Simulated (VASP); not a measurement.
Input of a VASP 6.6.1 run:

INCAR

```
ALGO = Normal ; EDIFF = 1E-6
EDIFFG = -0.005 ; ENCUT = 600
GGA = PS ; IBRION = 2
ISIF = 3 ; ISMEAR = -1
LASPH = True ; LCHARG = False
LREAL = False ; LWAVE = False
NELM = 100 ; NSW = 80
PREC = Accurate ; PSTRESS = 300.0
SIGMA = 0.05
```

KPOINTS

```
k-points
0
Gamma
  12 12 12
```

The input POSCAR:

```
Pd
1.0
   -1.5722810000      1.5722810000      1.5722810000
    1.5722810000     -1.5722810000      1.5722810000
    1.5722810000      1.5722810000     -1.5722810000
Pd
1
Direct
    0.0000000000      0.0000000000      0.0000000000
```

Potentials or basis: VASP PAW PBE potentials, release 64 (Pd).

Command:

```console
$ cat potpaw_PBE.64/Pd/POTCAR > POTCAR
$ mpirun -np 1 vasp_std > vasp.out
```

Predict the band gap on the k mesh.

zero (band 5 reaches 12.55 eV, above the bottom of band 6 at 10.45 eV).

What does it give for the space group after relaxing (to 0.05 Å)?

Im-3m (No. 229).

Predict the relaxed cell.

a = 2.572 Å, b = 2.572 Å, c = 2.572 Å, α = 109.47°, β = 109.47°, γ = 109.47°.

Estimate the relaxed volume.

13.09 Å³/atom.

Final structure:
```
Pd
1.0
    -1.48484    1.48484    1.48484
     1.48484   -1.48484    1.48484
     1.48484    1.48484   -1.48484
Pd
1
Direct
  0.00000 0.00000 0.00000
```

Caveat: the cell is relaxed towards a set pressure, so the enthalpy falls and the energy may rise; the volume moved by over 15 % at a fixed basis, so the end points are rough; the PAW data sets were made with another functional, which shifts forces and pressure a little.
